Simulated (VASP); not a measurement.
# GeW (Fm-3m) in VASP: further runs

GeW is run at these levels: PBE, PBE+D3(BJ), PBE+D4; tasks: single point, relaxation of cell and atoms.

Program: VASP 6.6.1. These are calculated values, not measurements. Logs are shortened: lines on timing, memory, paths and dates and some standing lists are left out, and cuts for length are marked.

## Step 1: The cell of the first run

It takes space group Fm-3m (No. 225, cubic). Conventional cell: a = 5.155 Å, b = 5.155 Å, c = 5.155 Å, α = 90.00°, β = 90.00°, γ = 90.00°. Within 3.4 Å of Ge (site symmetry m-3m) lie 6 W at 2.58 Å. Within 3.4 Å of W (site symmetry m-3m) lie 6 Ge at 2.58 Å.

## Step 2: Single point, PBE

The input, INCAR:

```
ALGO = Normal ; EDIFF = 1E-7
ENCUT = 520 ; GGA = PE
ISIF = 2 ; ISMEAR = 0
LASPH = T ; LCHARG = T
LELF = T ; LREAL = F
LVHAR = T ; LWAVE = F
NBANDS = 21 ; NELM = 100
PREC = Accurate ; SIGMA = 0.027000000000000003
```

The input, KPOINTS:

```
k-points
0
Gamma
  9 9 9
```

The input, POSCAR:

```
GeW
1.0
    0.0000000000      2.5776100000      2.5776100000
    2.5776100000      0.0000000000      2.5776100000
    2.5776100000      2.5776100000      0.0000000000
Ge W
1 1
Direct
    0.5000000000      0.5000000000      0.5000000000
    0.0000000000      0.0000000000      0.0000000000
```

Potentials or basis: VASP PAW PBE potentials, release 64 (Ge_d, W_sv).

Launch:

```sh
$ cat potpaw_PBE.64/Ge_d/POTCAR potpaw_PBE.64/W_sv/POTCAR > POTCAR
$ mpirun -np 1 vasp_std > vasp.out
```

OUTCAR:

```text
EDIFF = 1E-7
   ENCUT = 520
   GGA = PE
   ISIF = 2
   ISMEAR = 0
   LASPH = T
   LREAL = F
   NELM = 100
   PREC = Accurate

 ion  position               nearest neighbor table
   1  0.500  0.500  0.500-   2 2.58   2 2.58   2 2.58   2 2.58   2 2.58   2 2.58
   2  0.000  0.000  0.000-   1 2.58   1 2.58   1 2.58   1 2.58   1 2.58   1 2.58

  LATTYP: Found a face centered cubic cell.
 ALAT       =     5.1552200000

  Lattice vectors:

 A1 = (   0.0000000000,   2.5776100000,   2.5776100000)
 A2 = (   2.5776100000,   0.0000000000,   2.5776100000)
 A3 = (   2.5776100000,   2.5776100000,   0.0000000000)

Analysis of symmetry for initial positions (statically):
=====================================================================
 Subroutine PRICEL returns:
 Original cell was already a primitive cell.

 Routine SETGRP: Setting up the symmetry group for a
 face centered cubic supercell.

 Subroutine GETGRP returns: Found 48 space group operations
 (whereof 48 operations were pure point group operations)
 out of a pool of 48 trial point group operations.

The static configuration has the point symmetry O_h .

Analysis of symmetry for dynamics (positions and initial velocities):
=====================================================================
 Subroutine PRICEL returns:
 Original cell was already a primitive cell.

 Routine SETGRP: Setting up the symmetry group for a
 face centered cubic supercell.

 Subroutine GETGRP returns: Found 48 space group operations
 (whereof 48 operations were pure point group operations)
 out of a pool of 48 trial point group operations.

The dynamic configuration has the point symmetry O_h .

 Subroutine INISYM returns: Found 48 space group operations
 (whereof 48 operations are pure point group operations),
 and found     1 'primitive' translations

----------------------------------------------------------------------------------------

                                     Primitive cell

  volume of cell :      34.2517

  direct lattice vectors                    reciprocal lattice vectors
     0.000000000  2.577610000  2.577610000    -0.193978143  0.193978143  0.193978143
     2.577610000  0.000000000  2.577610000     0.193978143 -0.193978143  0.193978143
     2.577610000  2.577610000  0.000000000     0.193978143  0.193978143 -0.193978143

  length of vectors
     3.645291021  3.645291021  3.645291021     0.335979998  0.335979998  0.335979998

  position of ions in fractional coordinates (direct lattice)
     0.500000000  0.500000000  0.500000000
     0.000000000  0.000000000  0.000000000

  ion indices of the primitive-cell ions
   primitive index   ion index
                 1           1
                 2           2

----------------------------------------------------------------------------------------

 KPOINTS: k-points

Automatic generation of k-mesh.
 Grid dimensions read from file:
 generate k-points for:    9    9    9

 Generating k-lattice:

  Cartesian coordinates                     Fractional coordinates (reciprocal lattice)
    -0.021553127  0.021553127  0.021553127     0.111111111  0.000000000  0.000000000
     0.021553127 -0.021553127  0.021553127     0.000000000  0.111111111  0.000000000
     0.021553127  0.021553127 -0.021553127     0.000000000  0.000000000  0.111111111

  Length of vectors
     0.037331111  0.037331111  0.037331111

  Shift w.r.t. Gamma in fractional coordinates (k-lattice)
     0.000000000  0.000000000  0.000000000

 Subroutine IBZKPT returns following result:
 ===========================================

 Found     35 irreducible k-points:

 Following reciprocal coordinates:
            Coordinates               Weight
  0.000000  0.000000  0.000000      1.000000
  0.111111  0.000000  0.000000      8.000000
  0.222222  0.000000  0.000000      8.000000
  0.333333  0.000000  0.000000      8.000000
  0.444444  0.000000  0.000000      8.000000
  0.111111  0.111111  0.000000      6.000000
[... 16 lines left out ...]
 -0.333333  0.333333  0.000000     12.000000
  0.444444  0.444444  0.000000      6.000000
 [... further k-points ...]
   k-points           NKPTS =     35   k-points in BZ     NKDIM =     35   number of bands    NBANDS=     21
   number of dos      NEDOS =    301   number of ions     NIONS =      2
   total plane-waves  NPLWV =  21952
   dimension x,y,z NGX =    28 NGY =   28 NGZ =   28
   dimension x,y,z NGXF=    56 NGYF=   56 NGZF=   56
   ions per type =               1   1
   NGX,Y,Z   is equivalent  to a cutoff of  12.77, 12.77, 12.77 a.u.
   NGXF,Y,Z  is equivalent  to a cutoff of  25.54, 25.54, 25.54 a.u.
 SYSTEM =  unknown system
   PREC   = accura    normal or accurate (medium, high low for compatibility)
   ISTART =      0    job   : 0-new  1-cont  2-samecut
   ICHARG =      2    charge: 1-file 2-atom 10-const
   ISPIN  =      1    spin polarized calculation?
   LNONCOLLINEAR =      F non collinear calculations
   LSORBIT =      F    spin-orbit coupling
   LASPH  =      T    aspherical Exc in radial PAW
   ENCUT  =  520.0 eV  38.22 Ry    6.18 a.u.   6.78  6.78  6.78*2*pi/ulx,y,z
   NELM   =    100;   NELMIN=  2; NELMDL= -5     # of ELM steps
   EDIFF  = 0.1E-06   stopping-criterion for ELM
   LREAL  =      F    real-space projection
   EDIFFG = 0.1E-05   stopping-criterion for IOM
   NSW    =      0    number of steps for IOM
   IBRION =     -1    ionic relax: 0-MD 1-quasi-New 2-CG
   NFREE  =      0    steps in history (QN), initial steepest desc. (CG)
   ISIF   =      2    stress and relaxation
   ISYM   =      2    0-nonsym 1-usesym 2-fastsym
   POTIM  = 0.5000    time-step for ionic-motion
   TEBEG  =    0.0;   TEEND  =   0.0 temperature during run
   PSTRESS=    0.0 pullay stress
   NELECT =      28.0000    total number of electrons
   NUPDOWN=      -1.0000    fix difference up-down
   EMIN   =  10.00;   EMAX   =-10.00  energy-range for DOS
   EFERMI =   0.00;   METHOD = LEGACY
   ISMEAR =     0;   SIGMA  =   0.03  broadening in eV -4-tet -1-fermi 0-gaus
   EFERMI_NEDOS =   21; number of points for ismear=-14 and -15
   IALGO  =     38    algorithm
   IMIX   =      4    mixing-type and parameters
     AMIX     =   0.40;   BMIX     =  1.00
     AMIX_MAG =   1.60;   BMIX_MAG =  1.00
  volume/ion in A,a.u.               =      17.13       115.57
  Fermi-wavevector in a.u.,A,eV,Ry     =   1.530736  2.892672 31.880529  2.343153
  Thomas-Fermi vector in A             =   2.638178
   LORBIT       =      0    0 simple, 1 ext, 2 COOP (PROOUT), +10 PAW based schemes
   GGA     = PE    functional components
   LHFCALC =     F    Hartree Fock is set to
   AEXX    =    0.0000 exact exchange contribution
   IVDW    =     0    specifies the selected vdW correction
   LEPSILON=     F    determine dielectric tensor
   LRPA    =     F    only Hartree local field effects (RPA)
 non-spin polarized calculation
 Gauss-broadening in eV      SIGMA  =   0.03
  energy-cutoff  :      520.00
  volume of cell :       34.25
 maximum number of plane-waves:       944
   NGX = 13   NGY = 13   NGZ = 13

 number of electron      27.9999991 magnetization

 Free energy of the ion-electron system (eV)
  ---------------------------------------------------
  ext. energy  EPLUGINS =         0.00000000
  ---------------------------------------------------
  free energy    TOTEN  =       -15.70333263 eV

  energy without entropy =      -15.70199173  energy(sigma->0) =      -15.70266218

 E-fermi :   9.0393     XC(G=0): -12.4197

 val. band max:        9.0207204397   @ k =  -0.3333   0.3333   0.1111
 cond. band min:       9.0537120052   @ k =   0.3333   0.1111   0.0000
 fundamental gap:      0.0329915655
 Fermi energy:         9.0392579073

 k-point     1 :       0.0000    0.0000    0.0000
  band No.  band energies     occupation
      1     -65.4557      2.00000
      2     -29.6410      2.00000
      3     -29.6410      2.00000
      4     -29.6410      2.00000
      5     -15.3955      2.00000
      6     -15.3955      2.00000
[... 13 lines left out ...]
     20      17.2745      0.00000
     21      24.2013      0.00000

 k-point     2 :       0.1111    0.0000    0.0000
  band No.  band energies     occupation
      1     -65.4552      2.00000
      2     -29.6530      2.00000
      3     -29.6432      2.00000
      4     -29.6432      2.00000
      5     -15.3911      2.00000
      6     -15.3911      2.00000
[... 13 lines left out ...]
     20      17.7258      0.00000
     21      21.9210      0.00000

 k-point     3 :       0.2222    0.0000    0.0000
  band No.  band energies     occupation
      1     -65.4543      2.00000
      2     -29.6833      2.00000
      3     -29.6487      2.00000
      4     -29.6487      2.00000
      5     -15.3800      2.00000
      6     -15.3800      2.00000
[... 13 lines left out ...]
     20      19.5745      0.00000
     21      20.6741      0.00000

 k-point     4 :       0.3333    0.0000    0.0000
  band No.  band energies     occupation
      1     -65.4532      2.00000
      2     -29.7175      2.00000
      3     -29.6549      2.00000
      4     -29.6549      2.00000
      5     -15.3676      2.00000
      6     -15.3676      2.00000
[... 13 lines left out ...]
     20      18.8390      0.00000
     21      18.8390      0.00000

 k-point     5 :       0.4444    0.0000    0.0000
  band No.  band energies     occupation
      1     -65.4525      2.00000
      2     -29.7397      2.00000
      3     -29.6590      2.00000
      4     -29.6590      2.00000
      5     -15.3596      2.00000
      6     -15.3596      2.00000
[... 13 lines left out ...]
     20      18.1593      0.00000
     21      18.1593      0.00000
[... 382 lines left out ...]
     20      20.1826      0.00000
     21      22.2942      0.00000

 k-point    22 :      -0.4444    0.3333    0.0000
  band No.  band energies     occupation
      1     -65.4516      2.00000
      2     -29.7205      2.00000
      3     -29.6928      2.00000
      4     -29.6729      2.00000
      5     -15.3833      2.00000
      6     -15.3724      2.00000
[... 13 lines left out ...]
     20      19.8466      0.00000
     21      21.4850      0.00000

 k-point    23 :      -0.3333    0.3333    0.0000
  band No.  band energies     occupation
      1     -65.4517      2.00000
      2     -29.7104      2.00000
      3     -29.7058      2.00000
      4     -29.6687      2.00000
      5     -15.3815      2.00000
      6     -15.3629      2.00000
[... 13 lines left out ...]
     20      20.0368      0.00000
     21      20.5031      0.00000

 k-point    24 :       0.4444    0.4444    0.0000
  band No.  band energies     occupation
      1     -65.4516      2.00000
      2     -29.7289      2.00000
      3     -29.6770      2.00000
      4     -29.6770      2.00000
      5     -15.3886      2.00000
      6     -15.3841      2.00000
[... 13 lines left out ...]
     20      20.8867      0.00000
     21      23.8882      0.00000

 [... further k-points ...]
[... 5 lines left out ...]
  --------------------------------------------------------------------------------------
  -------------------------------------------------------------------------------------
  Total        0.0866568      0.0866568      0.0866568     -0.0000000     -0.0000000      0.0000000
  in kB        4.0535126      4.0535126      4.0535126     -0.0000000     -0.0000000      0.0000000
  external PRESSURE =       4.0535126 kB  Pullay stress =       0.0000000 kB

 VOLUME and BASIS-vectors are now :
 -----------------------------------------------------------------------------
  energy-cutoff  :      520.00
  volume of cell :       34.25
      direct lattice vectors                 reciprocal lattice vectors
     0.000000000  2.577610000  2.577610000    -0.193978143  0.193978143  0.193978143
     2.577610000  0.000000000  2.577610000     0.193978143 -0.193978143  0.193978143
     2.577610000  2.577610000  0.000000000     0.193978143  0.193978143 -0.193978143

 POSITION                                       TOTAL-FORCE (eV/Angst)
 -----------------------------------------------------------------------------------
      2.57761      2.57761      2.57761         0.000000     -0.000000     -0.000000
      0.00000      0.00000      0.00000        -0.000000      0.000000      0.000000
 -----------------------------------------------------------------------------------
    total drift:                                0.000000      0.000000      0.000000

  FREE ENERGIE OF THE ION-ELECTRON SYSTEM (eV)
  ---------------------------------------------------
  free  energy   TOTEN  =       -15.7033326316 eV

  energy  without entropy=      -15.7019917273  energy(sigma->0) =      -15.70266218
```

Run time: 17 s. Hardware: 1 thread of AMD EPYC 9R45 (Zen 5), shared host; peak memory 0.14 GiB.

Results:

```
Free energy            : -15.7033 eV
Pressure               : 0.4 GPa
Band gap on the k mesh : zero (band 14 reaches 9.59 eV, above the bottom of band 15 at 7.88 eV)
```

Levels at points of the mesh, in eV from the Fermi level:
| k point | band 11 | band 12 | band 13 | band 14 | band 15 | band 16 | band 17 | band 18 |
| --- | --- | --- | --- | --- | --- | --- | --- | --- |
| (0.00, 0.00, 0.00) | -1.60 | -1.60 | -1.60 | -0.86 | -0.86 | 2.45 | 2.45 | 2.45 |

Caveat: spin-orbit coupling is left out, which moves the levels of the heavy elements.

## Step 3: Single point, PBE

The input, INCAR:

```
SYSTEM = GeW
  PREC = Accurate
  ENCUT = 520
  EDIFF = 1E-6
  ISMEAR = 0
  SIGMA = 0.028000000000000004
  LREAL = .False.
  LASPH = .True.
  NELM = 80
  ALGO = Normal
  ISIF = 2
  LWAVE = .False.
  LCHARG = .False.
  GGA = PE
  NBANDS = 21
```

The input, KPOINTS:

```
regular mesh
0
Gamma
  9 9 9
  0 0 0
```

POSCAR is that of step 2.

Potentials or basis: VASP PAW PBE potentials, release 64 (Ge_d, W_sv).

Launch:

```sh
$ cat potpaw_PBE.64/Ge_d/POTCAR potpaw_PBE.64/W_sv/POTCAR > POTCAR
$ mpirun -np 1 vasp_std > vasp.out
```

It took 15 s on 1 thread of AMD EPYC 9R45 (Zen 5), shared host; peak memory 0.14 GiB.

Results (log left out):

```yaml
Free_energy: -15.7034 eV
Pressure: 0.4 GPa
Band_gap_on_the_k_mesh: zero (band 14 reaches 9.59 eV, above the bottom of band 15 at 7.88 eV)
```

Levels at points of the mesh, in eV from the Fermi level:
```
           k point  band 12  band 13  band 14  band 15  band 16  band 17
(0.00, 0.00, 0.00)    -1.60    -1.60    -0.86    -0.86     2.45     2.45
```

Caveat: spin-orbit coupling is left out, which moves the levels of the heavy elements.

(Part 1 of 2 ends here.)
